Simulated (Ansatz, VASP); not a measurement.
Two plane-wave programs on MnSi4

```
CELL_PARAMETERS angstrom
-2.64939 2.64939 2.64939
2.64939 -2.64939 2.64939
2.64939 2.64939 -2.64939
ATOMIC_POSITIONS crystal
Mn 0.00000 0.00000 0.00000
Si 0.50000 0.50000 0.50000
Si 0.00000 0.00000 0.50000
Si 0.00000 0.50000 0.00000
Si 0.50000 0.00000 0.00000
```

Alike in both runs: functional PBE; k mesh 10 × 10 × 10; occupations gaussian, width 0.1 eV; collinear spin.

Ansatz relaxed the structure, and its values are those at the end. VASP's run is a single point on that final structure, the one shown.

|  | VASP | Ansatz |
| --- | --- | --- |
| version | VASP 6.6.1 | Ansatz 0.2.0 |
| potentials or method | VASP PAW PBE potentials, release 64 (Mn_pv, Si), cutoff 520 eV | scalar-relativistic, plane waves, PAW |
| valence electrons in the cell | 29 | 31 |

Ansatz gave:

| Property | Result |
| --- | --- |
| gap on the k mesh at the Fermi level (eV) | none |
| pressure (GPa) | 0.0 |
| net moment per atom (μB) | 0.26 |
| size of the moment on the site where the two differ most (μB) | 1.09 |

Problem. What did VASP give for the same quantities?

Solution. gap on the k mesh at the Fermi level (eV): none; pressure (GPa): -0.1; net moment per atom (μB): 0.26; size of the moment on the site where the two differ most (μB): 1.14.

Site moments also hang on the region over which each program counts them. A gap of «none» marks a metal or a gap that the smearing closes. The functional is the same, so the differences come from potentials, cutoffs and numerics. VASP's potentials hold 29 valence electrons a cell and Ansatz's 31, so a difference there can come from the potentials and not from the codes.
